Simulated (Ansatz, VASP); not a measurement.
## Two plane-wave programs on CaB6

INCAR

```
PREC = Accurate ; ENCUT = 600
EDIFF = 1E-6 ; ISMEAR = 0
SIGMA = 0.1 ; LREAL = F
LASPH = T ; NELM = 100
ALGO = Normal ; ISIF = 3
LWAVE = F ; LCHARG = F
GGA = PS ; IBRION = 2
NSW = 100 ; EDIFFG = -0.05
```

File KPOINTS:

```
regular mesh
0
Gamma
  6 6 6
```

POSCAR

```
CaB6
1.0
    4.1450000000      0.0000000000      0.0000000000
    0.0000000000      4.1450000000      0.0000000000
    0.0000000000      0.0000000000      4.1450000000
Ca B
1 6
Direct
    0.5000000000      0.5000000000      0.5000000000
    0.0000000000      0.0000000000      0.2930000000
    0.0000000000      0.0000000000      0.7070000000
    0.2930000000      0.0000000000      0.0000000000
    0.7070000000      0.0000000000      0.0000000000
    0.0000000000      0.2930000000      0.0000000000
    0.0000000000      0.7070000000      0.0000000000
```

Input for Ansatz:

```yaml
crystal:
  lattice:
    - [4.145, 0.0, 0.0]
    - [0.0, 4.145, 0.0]
    - [0.0, 0.0, 4.145]
  atoms:
    - { symbol: Ca, position: [0.5, 0.5, 0.5] }
    - { symbol: B, position: [0.0, 0.0, 0.293] }
    - { symbol: B, position: [0.0, 0.0, 0.707] }
    - { symbol: B, position: [0.293, 0.0, 0.0] }
    - { symbol: B, position: [0.707, 0.0, 0.0] }
    - { symbol: B, position: [0.0, 0.293, 0.0] }
    - { symbol: B, position: [0.0, 0.707, 0.0] }
basis:
  ecutwfc: 420
kpoints:
  mp_grid: { grid: [6, 6, 6] }
hamiltonian:
  xc: pbesol
scf:
  occupations: { method: gaussian, width: 0.1 }
output:
  forces: true
  stress: true
  eigenvalues: true
relax:
  adjacent_minimum: "off"
  f_tol: 0.05
  max_steps: 80
  cell: { stress_tol: 0.5 }
```

Alike in both runs: task relaxation of cell and atoms; functional PBEsol; k mesh 6 × 6 × 6; occupations gaussian, width 0.1 eV; no spin polarisation.

|  | VASP | Ansatz |
| --- | --- | --- |
| version | VASP 6.6.1 | Ansatz 0.2.0 |
| potentials or method | VASP PAW PBE potentials, release 64 (Ca_sv, B), cutoff 600 eV | scalar-relativistic, plane waves, PAW |
| valence electrons in the cell | 28 | 28 |

|  | VASP | Ansatz | Ansatz less VASP |
| --- | --- | --- | --- |
| gap on the k mesh at the Fermi level, each at its own relaxed structure (eV) | 0.12 | 0.11 | -0.001 |
| relaxed volume (Å³/atom) | 10.03 | 10.01 | -0.019 |
| relaxed length of the cell vector where the two differ most in proportion (Å) | 4.126 | 4.123 | -0.0026 |

VASP's potentials were made for PBE, not for PBEsol.
